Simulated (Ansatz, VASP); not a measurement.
# One calculation of MgI2, two programs

```xyz
3
Lattice="4.1487 0.0000 0.0000 -2.0744 3.5929 0.0000 0.0000 0.0000 6.8054" Properties=species:S:1:pos:R:3 pbc="T T T"
Mg    0.0000    0.0000    0.0000
I     0.0000    2.3953    5.1709
I     2.0744    1.1976    1.6345
```

Alike in both runs: task single point; functional LDA; k mesh 6 × 6 × 4; occupations gaussian, width 0.05 eV; no spin polarisation.

|  | VASP | Ansatz |
| --- | --- | --- |
| version | VASP 6.6.1 | Ansatz 0.2.0 |
| potentials or method | VASP PAW LDA potentials, release 64 (Mg, I), cutoff 520 eV | scalar-relativistic, plane waves, PAW |
| valence electrons in the cell | 16 | 44 |

Ansatz gave:

```
gap on the k mesh at the Fermi level (eV)                     : 3.34
least direct gap on the mesh (eV)                             : 3.44
pressure (GPa)                                                : -0.9
traceless stress, the component that is largest in VASP (GPa) : 0.45
rms of the force components (eV/Å)                            : 0.009
```

**Question.** Which values does VASP return?

**Answer.** gap on the k mesh at the Fermi level (eV): 3.32; least direct gap on the mesh (eV): 3.45; pressure (GPa): -1.0; traceless stress, the component that is largest in VASP (GPa): 0.47; rms of the force components (eV/Å): 0.004.

LDA's correlation is that of Perdew and Zunger in VASP and of Perdew and Wang (1992) in Ansatz. Atom by atom the forces differ by 0.005 eV/Å (rms over components). VASP's potentials hold 16 valence electrons a cell and Ansatz's 44, so a difference there can come from the potentials and not from the codes.

Spin-orbit coupling is off throughout.
